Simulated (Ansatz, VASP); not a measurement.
# SrO: VASP beside Ansatz

Contents of INCAR:

```
ALGO     = Normal         # electronic algorithm
EDIFF    = 1E-6           # SCF threshold, eV
ENCUT    = 520            # plane-wave cutoff, eV
GGA      = CA             # functional
ISIF     = 2              # what is computed and relaxed
ISMEAR   = 0              # smearing method
LASPH    = T              # aspherical terms in the spheres
LCHARG   = T              # write CHGCAR
LELF     = T              # ELF
LREAL    = F              # projectors in reciprocal space
LVHAR    = T            
LWAVE    = F              # write WAVECAR
NBANDS   = 15             # bands
NELM     = 100            # most SCF steps
PREC     = Accurate       # precision mode
SIGMA    = 0.05           # smearing width, eV
```

The input KPOINTS:

```
k-points
0
Gamma
  8 8 8
```

The input POSCAR:

```
SrO
1.0
    0.0000000000      2.5698000000      2.5698000000
    2.5698000000      0.0000000000      2.5698000000
    2.5698000000      2.5698000000      0.0000000000
Sr O
1 1
Direct
    0.0000000000      0.0000000000      0.0000000000
    0.5000000000      0.5000000000      0.5000000000
```

Input for Ansatz:

```yaml
crystal:
  lattice:
    - [0.0, 2.5698, 2.5698]
    - [2.5698, 0.0, 2.5698]
    - [2.5698, 2.5698, 0.0]
  atoms:
    - { symbol: Sr, position: [0.0, 0.0, 0.0] }
    - { symbol: O, position: [0.5, 0.5, 0.5] }
basis:
  ecutwfc: 420
kpoints:
  mp_grid: { grid: [8, 8, 8] }
hamiltonian:
  xc: lda
scf:
  occupations: { method: gaussian, width: 0.05 }
output:
  forces: true
  stress: true
  eigenvalues: true
```

Alike in both runs: task single point; functional LDA; k mesh 8 × 8 × 8; occupations gaussian, width 0.05 eV; no spin polarisation.

```csv
,VASP,Ansatz
version,VASP 6.6.1,Ansatz 0.2.0
potentials or method,"VASP PAW LDA potentials, release 64 (Sr_sv, O), cutoff 520 eV","scalar-relativistic, plane waves, PAW"
valence electrons in the cell,16,16
```

```csv
,VASP,Ansatz,Ansatz less VASP
gap on the k mesh at the Fermi level (eV),3.10,3.16,+0.058
least direct gap on the mesh (eV),3.18,3.23,+0.049
pressure (GPa),-3.5,-4.2,-0.69
```

LDA's correlation is that of Perdew and Zunger in VASP and of Perdew and Wang (1992) in Ansatz.
